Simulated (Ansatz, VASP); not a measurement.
One calculation of SiO2, two programs

```xyz
9
Lattice="4.9838 0.0000 0.0000 -2.4919 4.3161 0.0000 0.0000 0.0000 5.5411" Properties=species:S:1:pos:R:3 pbc="T T T"
Si   -1.2459    2.1580    1.8470
Si    1.2459    2.1580    3.6941
Si    2.4919    0.0000    0.0000
O     0.9351    3.4173    4.6176
O     2.4919    2.5184    2.7705
O     3.4270    0.8988    0.9235
O     1.5568    0.8988    4.6176
O     0.0000    1.7977    2.7705
O    -0.9351    3.4173    0.9235
```

Change from the starting cell: strain -0.015 along x and y, +0.000 along z, atoms carried along.

Alike in both runs: task single point; functional r2SCAN; k mesh 6 × 6 × 4; occupations gaussian, width 0.05 eV; no spin polarisation.

|  | VASP | Ansatz |
| --- | --- | --- |
| version | VASP 6.6.1 | Ansatz 0.2.0 |
| potentials or method | VASP PAW PBE potentials, release 64 (Si, O), cutoff 520 eV | scalar-relativistic, plane waves, PAW |
| valence electrons in the cell | 48 | 48 |

VASP gave:

| Item | Value |
| --- | --- |
| gap on the k mesh at the Fermi level (eV) | 6.43 |
| least direct gap on the mesh (eV) | 6.59 |
| pressure (GPa) | 6.2 |
| traceless stress, the component that is largest in VASP (GPa) | -0.64 |
| rms of the force components (eV/Å) | 0.122 |

Problem. Estimate Ansatz's values.

Solution. gap on the k mesh at the Fermi level (eV): 6.43; least direct gap on the mesh (eV): 6.60; pressure (GPa): 6.0; traceless stress, the component that is largest in VASP (GPa): -0.68; rms of the force components (eV/Å): 0.128.

VASP's potentials were made for PBE, not for r2SCAN. Atom by atom the forces differ by 0.005 eV/Å (rms over components). The functional is the same, so the differences come from potentials, cutoffs and numerics.
